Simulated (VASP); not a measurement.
# Bi2Te3: single point with PBE

Bi2Te3:

```
Bi Te
1.0
     2.18642    1.26233    9.94667
    -2.18642    1.26233    9.94667
     0.00000   -2.52466    9.94667
Bi Te
2 3
Cartesian
  0.0000 0.0000 24.2301
  0.0000 0.0000 11.9957
  0.0000 0.0000 18.2322
  0.0000 0.0000 5.9680
  0.0000 0.0000 0.0000
```

This cell differs from its parent crystal: equal xx and yy strain of -1 %.

- Program: VASP 6.6.1
- Task: single point
- Functional: PBE
- Potentials or basis: VASP PAW PBE potentials, release 64 (Bi_d, Te)
- Cutoff: 520 eV
- k mesh: 8 × 8 × 8
- Occupations: fermi-dirac, width 0.08 eV
- Spin: no spin polarisation

| Item | Value |
| --- | --- |
| Pressure | 2.7 GPa |
| Largest force | 1.297 eV/Å |
| Band gap on the k mesh | zero (bands 24 and 25 overlap by 0.16 eV) |

Forces on the atoms (eV/Å):
```
Bi   0.000  0.000 -0.976
Bi   0.000  0.000 -0.435
Te   0.000  0.000 -0.815
Te   0.000  0.000  0.929
Te   0.000  0.000  1.297
```

Stress tensor (GPa, compression positive):
```
3.11 0.00 0.00
0.00 3.11 0.00
0.00 0.00 2.00
```

Levels at points of the mesh, in eV from the Fermi level:
```csv
k point,band 22,band 23,band 24,band 25,band 26,band 27
"(0.00, 0.00, 0.00)",-0.47,-0.47,-0.43,-0.05,0.30,0.30
"(0.50, 0.00, 0.00)",-2.31,-0.34,-0.27,-0.14,0.44,2.50
"(0.50, 0.50, 0.00)",-1.88,-1.11,-0.58,0.28,1.10,1.76
"(0.50, 0.50, 0.50)",-0.87,-0.71,-0.71,0.44,0.87,0.87
```

It took 35 min on 1 thread of Oxide Virtual Turin-like Processor, on a shared host, peak memory 1 GiB.

Caveat: the cell differs from its parent crystal (equal xx and yy strain of -1 %); spin-orbit coupling is left out, which moves the levels of the heavy elements; forces of over 1 eV/Å act on the atoms, so gaps and moduli don't describe the material at rest.
